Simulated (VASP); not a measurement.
# MgC2 (P4_2/mnm) in VASP: further runs

The runs below take MgC2 through single point, with PBE.

All numbers are computed with VASP 6.6.1; they aren't measurements. Logs are shortened: lines on timing, memory, paths and dates and some standing lists are left out, and cuts for length are marked.

## (1) The cell of the first run

Symmetry: P4_2/mnm, No. 136, tetragonal system. Conventional cell: a = 3.951 Å, b = 3.951 Å, c = 4.937 Å, α = 90.00°, β = 90.00°, γ = 90.00°. Mg (site symmetry mmm) has 10 C at 2.17 to 2.86 Å within 2.9 Å. C (site symmetry m2m) has 1 C at 1.26 Å within 1.7 Å.

## (2) Single point, PBE

Contents of INCAR:

```
PREC = Accurate ; ENCUT = 520
EDIFF = 1E-7 ; ISMEAR = -1
SIGMA = 0.05 ; LREAL = False
LASPH = True ; NELM = 80
ALGO = Normal ; ISIF = 2
LWAVE = False ; LCHARG = False
GGA = PE ; NBANDS = 19
```

Contents of KPOINTS:

```
Automatic mesh
0
Gamma
  5 5 5
```

Contents of POSCAR:

```
MgC2
1.0
    3.9507770000      0.0000000000      0.0000000000
    0.0000000000      3.9507770000      0.0000000000
    0.0000000000      0.0000000000      4.9372181100
Mg C
2 4
Direct
    0.0000000000      0.0000000000      0.5000000000
    0.5000000000      0.5000000000      0.0000000000
    0.3876550000      0.6123450000      0.5000000000
    0.1123450000      0.1123450000      0.0000000000
    0.6123450000      0.3876550000      0.5000000000
    0.8876550000      0.8876550000      0.0000000000
```

Potentials or basis: VASP PAW PBE potentials, release 64 (Mg, C).

Launch:

```console
> cat potpaw_PBE.64/Mg/POTCAR potpaw_PBE.64/C/POTCAR > POTCAR
> mpirun -np 1 vasp_std > vasp.out
```

OUTCAR:

```text
PREC = Accurate
   ENCUT = 520
   EDIFF = 1E-7
   ISMEAR = -1
   LREAL = False
   LASPH = True
   NELM = 80
   ISIF = 2
   GGA = PE

 ion  position               nearest neighbor table
   1  0.000  0.000  0.500-   3 2.17   5 2.17   4 2.55   6 2.55   4 2.55   6 2.55   5 2.86   3 2.86
                             5 2.86   3 2.86
   2  0.500  0.500  0.000-   4 2.17   6 2.17   5 2.55   3 2.55   3 2.55   5 2.55   4 2.86   4 2.86
                             6 2.86   6 2.86
   3  0.388  0.612  0.500-   5 1.26   1 2.17   2 2.55   2 2.55   1 2.86   1 2.86
   4  0.112  0.112  0.000-   6 1.26   2 2.17   1 2.55   1 2.55   2 2.86   2 2.86
   5  0.612  0.388  0.500-   3 1.26   1 2.17   2 2.55   2 2.55   1 2.86   1 2.86
   6  0.888  0.888  0.000-   4 1.26   2 2.17   1 2.55   1 2.55   2 2.86   2 2.86

  LATTYP: Found a simple tetragonal cell.
 ALAT       =     3.9507770000
 C/A-ratio  =     1.2496828118

  Lattice vectors:

 A1 = (   3.9507770000,   0.0000000000,   0.0000000000)
 A2 = (   0.0000000000,   3.9507770000,   0.0000000000)
 A3 = (   0.0000000000,   0.0000000000,   4.9372181100)

Analysis of symmetry for initial positions (statically):
=====================================================================
 Subroutine PRICEL returns:
 Original cell was already a primitive cell.

 Routine SETGRP: Setting up the symmetry group for a
 simple tetragonal supercell.

 Subroutine GETGRP returns: Found 16 space group operations
 (whereof  8 operations were pure point group operations)
 out of a pool of 16 trial point group operations.

The static configuration has the point symmetry D_2h.
 The point group associated with its full space group is D_4h.

Analysis of symmetry for dynamics (positions and initial velocities):
=====================================================================
 Subroutine PRICEL returns:
 Original cell was already a primitive cell.

 Routine SETGRP: Setting up the symmetry group for a
 simple tetragonal supercell.

 Subroutine GETGRP returns: Found 16 space group operations
 (whereof  8 operations were pure point group operations)
 out of a pool of 16 trial point group operations.

The dynamic configuration has the point symmetry D_2h.
 The point group associated with its full space group is D_4h.

 Subroutine INISYM returns: Found 16 space group operations
 (whereof  8 operations are pure point group operations),
 and found     1 'primitive' translations

----------------------------------------------------------------------------------------

                                     Primitive cell

  volume of cell :      77.0633

  direct lattice vectors                    reciprocal lattice vectors
     3.950777000  0.000000000  0.000000000     0.253114767  0.000000000  0.000000000
     0.000000000  3.950777000  0.000000000     0.000000000  0.253114767  0.000000000
     0.000000000  0.000000000  4.937218110     0.000000000  0.000000000  0.202543209

  length of vectors
     3.950777000  3.950777000  4.937218110     0.253114767  0.253114767  0.202543209

  position of ions in fractional coordinates (direct lattice)
     0.000000000  0.000000000  0.500000000
     0.500000000  0.500000000  0.000000000
     0.387655000  0.612345000  0.500000000
     0.112345000  0.112345000  0.000000000
     0.612345000  0.387655000  0.500000000
     0.887655000  0.887655000  0.000000000

  ion indices of the primitive-cell ions
   primitive index   ion index
                 1           1
                 2           2
                 3           3
                 4           4
                 5           5
                 6           6

----------------------------------------------------------------------------------------

 KPOINTS: Automatic mesh

Automatic generation of k-mesh.
 Grid dimensions read from file:
 generate k-points for:    5    5    5

 Generating k-lattice:

  Cartesian coordinates                     Fractional coordinates (reciprocal lattice)
     0.050622953  0.000000000  0.000000000     0.200000000  0.000000000  0.000000000
     0.000000000  0.050622953  0.000000000     0.000000000  0.200000000  0.000000000
     0.000000000  0.000000000  0.040508642     0.000000000  0.000000000  0.200000000

  Length of vectors
     0.050622953  0.050622953  0.040508642

  Shift w.r.t. Gamma in fractional coordinates (k-lattice)
     0.000000000  0.000000000  0.000000000

 Subroutine IBZKPT returns following result:
 ===========================================

 Found     18 irreducible k-points:

 Following reciprocal coordinates:
            Coordinates               Weight
  0.000000  0.000000  0.000000      1.000000
  0.200000  0.000000  0.000000      4.000000
  0.400000  0.000000  0.000000      4.000000
  0.200000  0.200000  0.000000      4.000000
  0.400000  0.200000  0.000000      8.000000
  0.400000  0.400000  0.000000      4.000000
[... 10 lines left out ...]
  0.400000  0.200000  0.400000     16.000000
  0.400000  0.400000  0.400000      8.000000
   k-points           NKPTS =     18   k-points in BZ     NKDIM =     18   number of bands    NBANDS=     19
   number of dos      NEDOS =    301   number of ions     NIONS =      6
   total plane-waves  NPLWV =  36000
   dimension x,y,z NGX =    30 NGY =   30 NGZ =   40
   dimension x,y,z NGXF=    60 NGYF=   60 NGZF=   80
   ions per type =               2   4
   NGX,Y,Z   is equivalent  to a cutoff of  12.62, 12.62, 13.47 a.u.
   NGXF,Y,Z  is equivalent  to a cutoff of  25.25, 25.25, 26.94 a.u.
 SYSTEM =  unknown system
   PREC   = accura    normal or accurate (medium, high low for compatibility)
   ISTART =      0    job   : 0-new  1-cont  2-samecut
   ICHARG =      2    charge: 1-file 2-atom 10-const
   ISPIN  =      1    spin polarized calculation?
   LNONCOLLINEAR =      F non collinear calculations
   LSORBIT =      F    spin-orbit coupling
   LASPH  =      T    aspherical Exc in radial PAW
   ENCUT  =  520.0 eV  38.22 Ry    6.18 a.u.   7.35  7.35  9.18*2*pi/ulx,y,z
   NELM   =     80;   NELMIN=  2; NELMDL= -5     # of ELM steps
   EDIFF  = 0.1E-06   stopping-criterion for ELM
   LREAL  =      F    real-space projection
   EDIFFG = 0.1E-05   stopping-criterion for IOM
   NSW    =      0    number of steps for IOM
   IBRION =     -1    ionic relax: 0-MD 1-quasi-New 2-CG
   NFREE  =      0    steps in history (QN), initial steepest desc. (CG)
   ISIF   =      2    stress and relaxation
   ISYM   =      2    0-nonsym 1-usesym 2-fastsym
   POTIM  = 0.5000    time-step for ionic-motion
   TEBEG  =    0.0;   TEEND  =   0.0 temperature during run
   PSTRESS=    0.0 pullay stress
   NELECT =      20.0000    total number of electrons
   NUPDOWN=      -1.0000    fix difference up-down
   EMIN   =  10.00;   EMAX   =-10.00  energy-range for DOS
   EFERMI =   0.00;   METHOD = LEGACY
   ISMEAR =    -1;   SIGMA  =   0.05  broadening in eV -4-tet -1-fermi 0-gaus
   EFERMI_NEDOS =   21; number of points for ismear=-14 and -15
   IALGO  =     38    algorithm
   IMIX   =      4    mixing-type and parameters
     AMIX     =   0.40;   BMIX     =  1.00
     AMIX_MAG =   1.60;   BMIX_MAG =  1.00
  volume/ion in A,a.u.               =      12.84        86.67
  Fermi-wavevector in a.u.,A,eV,Ry     =   1.044245  1.973337 14.836439  1.090447
  Thomas-Fermi vector in A             =   2.178989
   LORBIT       =      0    0 simple, 1 ext, 2 COOP (PROOUT), +10 PAW based schemes
   GGA     = PE    functional components
   LHFCALC =     F    Hartree Fock is set to
   AEXX    =    0.0000 exact exchange contribution
   IVDW    =     0    specifies the selected vdW correction
   LEPSILON=     F    determine dielectric tensor
   LRPA    =     F    only Hartree local field effects (RPA)
 non-spin polarized calculation
  energy-cutoff  :      520.00
  volume of cell :       77.06
 maximum number of plane-waves:      2102
 NGX is ok and might be reduce to    30
   NGX = 15   NGY = 15   NGZ = 19

 number of electron      20.0000000 magnetization

 Free energy of the ion-electron system (eV)
  ---------------------------------------------------
  ext. energy  EPLUGINS =         0.00000000
  ---------------------------------------------------
  free energy    TOTEN  =       -37.37915834 eV

  energy without entropy =      -37.37915834  energy(sigma->0) =      -37.37915834

 E-fermi :   2.2295     XC(G=0):  -9.5502

 val. band max:        1.1068181729   @ k =   0.4000   0.4000   0.4000
 cond. band min:       3.7092705847   @ k =   0.0000   0.0000   0.0000
 fundamental gap:      2.6024524118
 Fermi energy:         2.2294564022

 k-point     1 :       0.0000    0.0000    0.0000
  band No.  band energies     occupation
      1     -11.7645      2.00000
      2     -10.8661      2.00000
      3      -2.3101      2.00000
      4      -1.9009      2.00000
      5      -1.9009      2.00000
      6      -1.8178      2.00000
[... 11 lines left out ...]
     18      12.1322      0.00000
     19      12.8226      0.00000

 k-point     2 :       0.2000    0.0000    0.0000
  band No.  band energies     occupation
      1     -11.6370      2.00000
      2     -10.8946      2.00000
      3      -2.5250      2.00000
      4      -2.5193      2.00000
      5      -2.0655      2.00000
      6      -1.3803      2.00000
[... 11 lines left out ...]
     18      11.4721      0.00000
     19      12.3692      0.00000

 k-point     3 :       0.4000    0.0000    0.0000
  band No.  band energies     occupation
      1     -11.3306      2.00000
      2     -11.0365      2.00000
      3      -3.1901      2.00000
      4      -3.1463      2.00000
      5      -1.3819      2.00000
      6      -0.8382      2.00000
[... 302 lines left out ...]
      1     -11.1340      2.00000
      2     -11.0576      2.00000
      3      -3.5692      2.00000
      4      -3.3556      2.00000
      5      -1.8197      2.00000
      6      -0.9766      2.00000
[... 11 lines left out ...]
     18      11.7725      0.00000
     19      12.8629      0.00000

 k-point    18 :       0.4000    0.4000    0.4000
  band No.  band energies     occupation
      1     -11.0279      2.00000
      2     -10.9978      2.00000
      3      -3.3967      2.00000
      4      -3.1677      2.00000
      5      -2.1312      2.00000
      6      -1.2936      2.00000
[... 11 lines left out ...]
     18      12.0686      0.00000
     19      12.1880      0.00000

------------------------ aborting loop because EDIFF is reached ----------------------------------------

  FORCE on cell =-STRESS in cart. coord.  units (eV):
  Direction    XX          YY          ZZ          XY          YZ          ZX
  --------------------------------------------------------------------------------------
  -------------------------------------------------------------------------------------
  Total       -0.0522897     -0.0522897      0.3714503     -0.0000000      0.0000000      0.0000000
  in kB       -1.0871255     -1.0871255      7.7226068     -0.0000000      0.0000000      0.0000000
  external PRESSURE =       1.8494520 kB  Pullay stress =       0.0000000 kB

 VOLUME and BASIS-vectors are now :
 -----------------------------------------------------------------------------
  energy-cutoff  :      520.00
  volume of cell :       77.06
      direct lattice vectors                 reciprocal lattice vectors
     3.950777000  0.000000000  0.000000000     0.253114767  0.000000000  0.000000000
     0.000000000  3.950777000  0.000000000     0.000000000  0.253114767  0.000000000
     0.000000000  0.000000000  4.937218110     0.000000000  0.000000000  0.202543209

 POSITION                                       TOTAL-FORCE (eV/Angst)
 -----------------------------------------------------------------------------------
      0.00000      0.00000      2.46861         0.000000      0.000000      0.000000
      1.97539      1.97539      0.00000         0.000000      0.000000      0.000000
      1.53154      2.41924      2.46861         0.002844     -0.002844      0.000000
      0.44385      0.44385      0.00000        -0.002844     -0.002844      0.000000
      2.41924      1.53154      2.46861        -0.002844      0.002844      0.000000
      3.50693      3.50693      0.00000         0.002844      0.002844     -0.000000
 -----------------------------------------------------------------------------------
    total drift:                               -0.000000     -0.000000      0.000000

  FREE ENERGIE OF THE ION-ELECTRON SYSTEM (eV)
  ---------------------------------------------------
  free  energy   TOTEN  =       -37.3791583397 eV

  energy  without entropy=      -37.3791583396  energy(sigma->0) =      -37.37915834
```

Wall time 15 s (1 thread of Intel Xeon 6975P-C (Granite Rapids), shared host); peak memory 0.18 GiB.

What came out:

```
Free energy            : -37.3792 eV
Pressure               : 0.2 GPa
Largest force          : 0.004 eV/Å
Band gap on the k mesh : 2.60 eV, indirect (least direct gap 2.91 eV)
```

Forces on the atoms (eV/Å):
```
Mg   0.000  0.000  0.000
Mg   0.000  0.000  0.000
C    0.003 -0.003  0.000
C   -0.003 -0.003  0.000
C   -0.003  0.003  0.000
C    0.003  0.003  0.000
```

Levels at points of the mesh, in eV from the valence-band top:
```csv
k point,band 8,band 9,band 10,band 11,band 12,band 13
"(0.00, 0.00, 0.00)",-0.40,-0.31,-0.31,2.60,5.34,5.61
```

A k mesh can miss the band edges. As with any semilocal functional, this PBE gap is likely too small.

## (3) Single point, PBE

This run uses another cell than the first one, of 13.23 Å³/atom, 1.030 times its volume.

Contents of INCAR:

```
SYSTEM = MgC2
  PREC = Accurate
  ENCUT = 520
  EDIFF = 1E-6
  ISMEAR = -1
  SIGMA = 0.05
  LREAL = .FALSE.
  LASPH = .TRUE.
  NELM = 60
  ALGO = Normal
  ISIF = 2
  LWAVE = .FALSE.
  LCHARG = .TRUE.
  GGA = PE
  LELF = .TRUE.
  LVHAR = .TRUE.
  NBANDS = 19
```

Contents of KPOINTS:

```
Automatic mesh
0
G
  5 5 5
  0 0 0
```

Changes to POSCAR since step 2:

```diff
@@ -4,3 +4,3 @@
     0.0000000000      3.9507770000      0.0000000000
-    0.0000000000      0.0000000000      4.9372181100
+    0.0000000000      0.0000000000      5.0868307800
 Mg C
```

Potentials or basis: VASP PAW PBE potentials, release 64 (Mg, C).

Launch:

```console
> cat potpaw_PBE.64/Mg/POTCAR potpaw_PBE.64/C/POTCAR > POTCAR
> mpirun -np 1 vasp_std > vasp.out
```

It took 15 s on 1 thread of Intel Xeon 6975P-C (Granite Rapids), shared host; peak memory 0.18 GiB.

Results (log left out):

```
Free energy            : -37.3694 eV
Pressure               : -1.4 GPa
Largest force          : 0.056 eV/Å
Band gap on the k mesh : 2.75 eV, indirect (least direct gap 3.04 eV)
```

Forces on the atoms (eV/Å):
```
Mg   0.000  0.000  0.000
Mg   0.000  0.000  0.000
C   -0.039  0.039  0.000
C    0.039  0.039  0.000
C    0.039 -0.039  0.000
C   -0.039 -0.039  0.000
```

Stress tensor (GPa, compression positive):
```
-1.04  0.00  0.00
 0.00 -1.04  0.00
 0.00  0.00 -2.04
```

Levels at points of the mesh, in eV from the valence-band top:
| k point | band 7 | band 8 | band 9 | band 10 | band 11 | band 12 | band 13 | band 14 |
| --- | --- | --- | --- | --- | --- | --- | --- | --- |
| (0.00, 0.00, 0.00) | -1.32 | -0.31 | -0.29 | -0.29 | 2.75 | 5.23 | 5.73 | 5.73 |
